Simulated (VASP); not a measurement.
Write the native input for VASP 6.6.1 that does the following.

```
Task                   : single point
Functional             : PBEsol
Potentials or basis    : VASP PAW PBE potentials, release 64 (Pt)
Cutoff                 : 520 eV
k mesh                 : 22 × 22 × 22
Occupations            : gaussian, width 0.15 eV
Spin                   : collinear spin, ferromagnetic start
Starting moments       : [0.35] μB
Fixed moment           : 0.35 μB
Dipole correction      : no
Further INCAR settings : ALGO = Fast; EDIFF = 1e-06; NBANDS = 15
```

The structure of Pt lies in POSCAR:

```
Pt
1.0
    0.0000000000      2.0700977806      2.0700977806
    2.0700977806      0.0000000000      2.0700977806
    2.0700977806      2.0700977806      0.0000000000
Pt
1
Direct
    0.0000000000      0.0000000000      0.0000000000
```

These files were run (other wordings do the same):

INCAR

```
  PREC = Accurate
  ENCUT = 520
  EDIFF = 1E-6
  ISMEAR = 0
  SIGMA = 0.15
  LREAL = F
  LASPH = T
  NELM = 150
  ALGO = Fast
  ISIF = 2
  LWAVE = F
  LCHARG = F
  ISPIN = 2
  MAGMOM = 0.35
  LORBIT = 11
  NUPDOWN = 0.35
  LMAXMIX = 4
  GGA = PS
  NBANDS = 15
```

KPOINTS

```
regular mesh
0
Gamma
  22 22 22
```

Potentials or basis: VASP PAW PBE potentials, release 64 (Pt).

Command:

```console
$ cat potpaw_PBE.64/Pt/POTCAR > POTCAR
$ mpirun -np 1 vasp_std > vasp.out
```

Results of the run:

| Property | Result |
| --- | --- |
| Pressure | -30.1 GPa |
| Net moment | 0.35 μB per cell |
| Site moments | Pt +0.35 μB |
| Valence electrons inside the program's atomic spheres | Pt 8.93 |

Caveat: the PAW data sets were made with another functional, which shifts forces and pressure a little; the total moment is fixed, so each spin has its own Fermi level.

Run time: 88 s on 1 thread of AMD EPYC 9R45 96-Core Processor (Zen 5), on a shared host, peak memory 0.23 GiB.
